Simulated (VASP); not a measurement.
# InP (F-43m) in VASP: further runs

InP is run at these levels: PBE; tasks: elastic constants.

Program: VASP 6.6.1. These are calculated values, not measurements. Logs are shortened: lines on timing, memory, paths and dates and some standing lists are left out, and cuts for length are marked.

## Step 1: The cell of the first run

It takes space group F-43m (No. 216, cubic). Conventional cell: a = 5.754 Å, b = 5.754 Å, c = 5.754 Å, α = 90.00°, β = 90.00°, γ = 90.00°. Within 3.3 Å of In (site symmetry -43m) lie 4 P at 2.49 Å. Within 3.3 Å of P (site symmetry -43m) lie 4 In at 2.49 Å.

## Step 2: Elastic constants, PBE

File INCAR:

```
SYSTEM = InP
PREC = Accurate
ENCUT = 600
EDIFF = 1E-8
ISMEAR = 0
SIGMA = 0.01
LREAL = .False.
LASPH = .True.
NELM = 80
ALGO = Normal
ISIF = 3
LWAVE = .False.
LCHARG = .False.
GGA = PE
IBRION = 6
NFREE = 2
POTIM = 0.015
NSW = 1
```

File KPOINTS:

```
regular mesh
0
Gamma
  10 10 10
  0 0 0
```

File POSCAR:

```
InP
1.0
    0.0000000000      2.8771249757      2.8771249757
    2.8771249757      0.0000000000      2.8771249757
    2.8771249757      2.8771249757      0.0000000000
In P
1 1
Direct
    0.0000000000      0.0000000000      0.0000000000
    0.7500000000      0.7500000000      0.7500000000
```

Potentials or basis: VASP PAW PBE potentials, release 64 (In_d, P).

Started as:

```console
cat potpaw_PBE.64/In_d/POTCAR potpaw_PBE.64/P/POTCAR > POTCAR
mpirun -np 1 vasp_std > vasp.out
```

OUTCAR:

```text
SYSTEM = InP
   PREC = Accurate
   ENCUT = 600
   EDIFF = 1E-8
   ISMEAR = 0
   LREAL = .False.
   LASPH = .True.
   NELM = 80
   ISIF = 3
   GGA = PE
   IBRION = 6
   NFREE = 2
   POTIM = 0.015
   NSW = 1

 ion  position               nearest neighbor table
   1  0.000  0.000  0.000-   2 2.49   2 2.49   2 2.49   2 2.49
   2  0.750  0.750  0.750-   1 2.49   1 2.49   1 2.49   1 2.49

  LATTYP: Found a face centered cubic cell.
 ALAT       =     5.7542499514

  Lattice vectors:

 A1 = (   0.0000000000,   2.8771249757,   2.8771249757)
 A2 = (   2.8771249757,   0.0000000000,   2.8771249757)
 A3 = (   2.8771249757,   2.8771249757,   0.0000000000)

Analysis of symmetry for initial positions (statically):
=====================================================================
 Subroutine PRICEL returns:
 Original cell was already a primitive cell.

 Routine SETGRP: Setting up the symmetry group for a
 face centered cubic supercell.

 Subroutine GETGRP returns: Found 24 space group operations
 (whereof 24 operations were pure point group operations)
 out of a pool of 48 trial point group operations.

The static configuration has the point symmetry T_d .

Analysis of symmetry for dynamics (positions and initial velocities):
=====================================================================
 Subroutine PRICEL returns:
 Original cell was already a primitive cell.

 Routine SETGRP: Setting up the symmetry group for a
 face centered cubic supercell.

 Subroutine GETGRP returns: Found 24 space group operations
 (whereof 24 operations were pure point group operations)
 out of a pool of 48 trial point group operations.

The dynamic configuration has the point symmetry T_d .

 Subroutine INISYM returns: Found 24 space group operations
 (whereof 24 operations are pure point group operations),
 and found     1 'primitive' translations
[... 354 lines left out ...]
      9       5.8394      2.00000
     10       6.8243      0.00000
     11       9.8810      0.00000
     12       9.8967      0.00000
     13       9.9142      0.00000
[... 354 lines left out ...]
  band No.  band energies     occupation
      1      -8.6779      2.00000
      2      -8.4060      2.00000
      3      -8.4011      2.00000
      4      -8.3596      2.00000
      5      -8.2828      2.00000
      6      -4.2698      2.00000
      7       0.9505      2.00000
      8       3.4287      2.00000
      9       3.7304      2.00000
     10       8.0092      0.00000
     11       8.9042      0.00000
     12      12.8515      0.00000
     13      13.4828      0.00000

 [... further k-points ...]
[... 5 lines left out ...]
  --------------------------------------------------------------------------------------
  -------------------------------------------------------------------------------------
  Total        2.3617664      2.3652022      2.3652022      0.0000000     -0.1669248      0.0000000
  in kB       79.4403856     79.5559536     79.5559536      0.0000000     -5.6146819      0.0000000
  external PRESSURE =      79.5174309 kB  Pullay stress =       0.0000000 kB
[... 17 lines left out ...]
  FREE ENERGIE OF THE ION-ELECTRON SYSTEM (eV)
  ---------------------------------------------------
  free  energy   TOTEN  =        -8.2882837377 eV

  energy  without entropy=       -8.2882837377  energy(sigma->0) =       -8.28828374

 INTERNAL STRAIN TENSORS FROM STRAINED CELLS
 ============================================

 INTERNAL STRAIN TENSOR FOR ION    1 for displacements in x,y,z  (eV/Angst):
          X           Y           Z          XY          YZ          ZX
  --------------------------------------------------------------------------------
  x     0.00000    -0.00000    -0.00000     0.00000   -11.13279     0.00000
  y     0.00000     0.00000    -0.00000    -0.00000     0.00000   -11.13417
  z     0.00000    -0.00000     0.00000   -11.13379     0.00000     0.00000

 INTERNAL STRAIN TENSORS FROM DISPLACED ATOMS
 ============================================

 INTERNAL STRAIN TENSOR FOR ION    1 for displacements in x,y,z  (eV/Angst):
          X           Y           Z          XY          YZ          ZX
  --------------------------------------------------------------------------------
  x     0.00000     0.00000     0.00000     0.00000   -11.13496     0.00000
  y     0.00000     0.00000     0.00000     0.00000     0.00000   -11.13496
  z     0.00000     0.00000     0.00000   -11.13496     0.00000     0.00000

 INTERNAL STRAIN TENSOR FOR ION    2 for displacements in x,y,z  (eV/Angst):
          X           Y           Z          XY          YZ          ZX
  --------------------------------------------------------------------------------
  x     0.00000    -0.00000    -0.00000     0.00000    11.13207     0.00000
  y     0.00000    -0.00000     0.00000     0.00000     0.00000    11.13207
  z    -0.00000    -0.00000     0.00000    11.13207     0.00000     0.00000

 Eigenvectors and eigenvalues of the dynamical matrix
 ----------------------------------------------------

   1 f  =    9.716475 THz    61.050410 2PiTHz  324.106705 cm-1    40.184092 meV
             X         Y         Z           dx          dy          dz
      0.000000  0.000000  0.000000     0.000000    0.461088    0.000000
      4.315687  4.315687  4.315687     0.000000   -0.887354    0.000000
[... 21 lines left out ...]
   6 f/i=    0.001802 THz     0.011324 2PiTHz    0.060117 cm-1     0.007454 meV
             X         Y         Z           dx          dy          dz
      0.000000  0.000000  0.000000     0.000000    0.000000    0.887354
      4.315687  4.315687  4.315687     0.000000    0.000000    0.461088

--------------------------------------------------------------------------------------------------------

 ELASTIC MODULI CONTR FROM IONIC RELAXATION (kBar)
 Direction    XX          YY          ZZ          XY          YZ          ZX
 --------------------------------------------------------------------------------
 XX          -0.0000      0.0000      0.0000      0.0000     -0.0000     -0.0000
 YY           0.0000     -0.0000      0.0000      0.0000      0.0000      0.0000
 ZZ           0.0000      0.0000     -0.0000     -0.0000      0.0000     -0.0000
 XY           0.0000      0.0000     -0.0000   -442.3484      0.0000      0.0000
 YZ          -0.0000      0.0000      0.0000      0.0000   -442.3484     -0.0000
 ZX          -0.0000      0.0000     -0.0000      0.0000     -0.0000   -442.3484
 --------------------------------------------------------------------------------

 TOTAL ELASTIC MODULI (kBar)
 Direction    XX          YY          ZZ          XY          YZ          ZX
 --------------------------------------------------------------------------------
 XX        1109.1013    738.4185    738.4185      0.0000     -0.0000     -0.0000
 YY         738.4185   1109.1013    738.4185      0.0000      0.0000      0.0000
 ZZ         738.4185    738.4185   1109.1013     -0.0000      0.0000     -0.0000
 XY           0.0000      0.0000     -0.0000    426.9318      0.0000      0.0000
 YZ          -0.0000      0.0000      0.0000      0.0000    426.9318     -0.0000
 ZX          -0.0000      0.0000     -0.0000      0.0000     -0.0000    426.9318
 --------------------------------------------------------------------------------
```

OSZICAR:

```text
N       E                     dE             d eps       ncg     rms          rms(c)
DAV:   1     0.119748525597E+03    0.11975E+03   -0.94621E+03  1227   0.172E+03
[... 217 lines left out ...]
DAV:   3    -0.828829122295E+01    0.95801E-04   -0.42428E-04  5036   0.209E-01    0.377E-02
DAV:   4    -0.828828314898E+01    0.80740E-05   -0.11465E-04  5594   0.106E-01    0.144E-02
DAV:   5    -0.828828376474E+01   -0.61576E-06   -0.22926E-05  4779   0.380E-02    0.102E-02
DAV:   6    -0.828828379810E+01   -0.33363E-07   -0.18317E-06  4984   0.148E-02    0.520E-03
DAV:   7    -0.828828376479E+01    0.33314E-07   -0.33536E-07  5036   0.580E-03    0.209E-03
DAV:   8    -0.828828373470E+01    0.30091E-07   -0.15292E-07  5453   0.280E-03    0.730E-04
DAV:   9    -0.828828373773E+01   -0.30359E-08   -0.28289E-08  4131   0.119E-03
  17 F= -.82882837E+01 E0= -.82882837E+01  d E =-.517957E-67
```

Run time: 41 min. Hardware: 1 thread of Oxide Virtual Turin-like, shared host; peak memory 0.46 GiB.

Results:

- Elastic constants C11, C12, C44: 111, 74, 43 GPa
- Voigt bulk modulus: 86 GPa
- Highest phonon frequency at Γ, LO-TO splitting left out: 324 cm⁻¹

Phonon frequencies in cm⁻¹ (negative: imaginary):
```tsv
q point	frequencies
(0.000, 0.000, 0.000)	0 0 0 324 324 324
```

Elastic tensor in Voigt notation (GPa, in the Cartesian axes of the cell as first typed):
```
111  74  74   0   0   0
 74 111  74   0   0   0
 74  74 111   0   0   0
  0   0   0  43   0   0
  0   0   0   0  43   0
  0   0   0   0   0  43
```

Clamped-ion elastic tensor (GPa):
```
111  74  74   0   0   0
 74 111  74   0   0   0
 74  74 111   0   0   0
  0   0   0  87   0   0
  0   0   0   0  87   0
  0   0   0   0   0  87
```

Caveat: the cell is under stress, which shifts elastic constants; spin-orbit coupling is left out, which moves the levels of the heavy elements.

## Step 3: Elastic constants, PBE

This run uses another cell than the first one, of 25.28 Å³/atom.

File INCAR:

```
SYSTEM = InP
PREC     = Accurate       ! precision mode
ENCUT    = 600            ! plane-wave cutoff, eV
EDIFF    = 1E-8           ! SCF threshold, eV
ISMEAR   = 0              ! smearing method
SIGMA    = 0.01           ! smearing width, eV
LREAL    = .FALSE.        ! projectors in reciprocal space
LASPH    = .TRUE.         ! aspherical terms in the spheres
NELM     = 80             ! most SCF steps
ALGO     = Normal         ! electronic algorithm
ISIF     = 3              ! what is computed and relaxed
LWAVE    = .FALSE.        ! write WAVECAR
LCHARG   = .FALSE.        ! write CHGCAR
GGA      = PE             ! functional
NBANDS   = 16             ! bands
IBRION   = 6              ! ionic algorithm
NFREE    = 2            
POTIM    = 0.015          ! step
NSW      = 1              ! ionic steps
```

File KPOINTS:

```
regular mesh
0
G
  10 10 10
  0 0 0
```

File POSCAR:

```
InP
1.0
    0.0000000000      2.9350676883      2.9350676883
    2.9350676883      0.0000000000      2.9350676883
    2.9350676883      2.9350676883      0.0000000000
In P
1 1
Direct
    0.0000000000      0.0000000000      0.0000000000
    0.7500000000      0.7500000000      0.7500000000
```

Potentials or basis: VASP PAW PBE potentials, release 64 (In_d, P).

Started as:

```console
cat potpaw_PBE.64/In_d/POTCAR potpaw_PBE.64/P/POTCAR > POTCAR
mpirun -np 1 vasp_std > vasp.out
```

Wall time 49 min (1 thread of Oxide Virtual Turin-like, shared host); peak memory 0.53 GiB.

Results (log left out):

```yaml
Elastic_constants_C11_C12_C44: 97, 57, 43 GPa
Voigt_bulk_modulus: 70 GPa
Highest_phonon_frequency_at_Γ_LO-TO_splitting_left_out: 300 cm⁻¹
```

Phonon frequencies in cm⁻¹ (negative: imaginary):
| q point | frequencies |
| --- | --- |
| (0.000, 0.000, 0.000) | 0 0 0 300 300 300 |

Elastic tensor in Voigt notation (GPa, in the Cartesian axes of the cell as first typed):
```
97 57 57  0  0  0
57 97 57  0  0  0
57 57 97  0  0  0
 0  0  0 43  0  0
 0  0  0  0 43  0
 0  0  0  0  0 43
```

Clamped-ion elastic tensor (GPa):
```
97 57 57  0  0  0
57 97 57  0  0  0
57 57 97  0  0  0
 0  0  0 71  0  0
 0  0  0  0 71  0
 0  0  0  0  0 71
```

Caveat: the cell is under stress, which shifts elastic constants; spin-orbit coupling is left out, which moves the levels of the heavy elements.
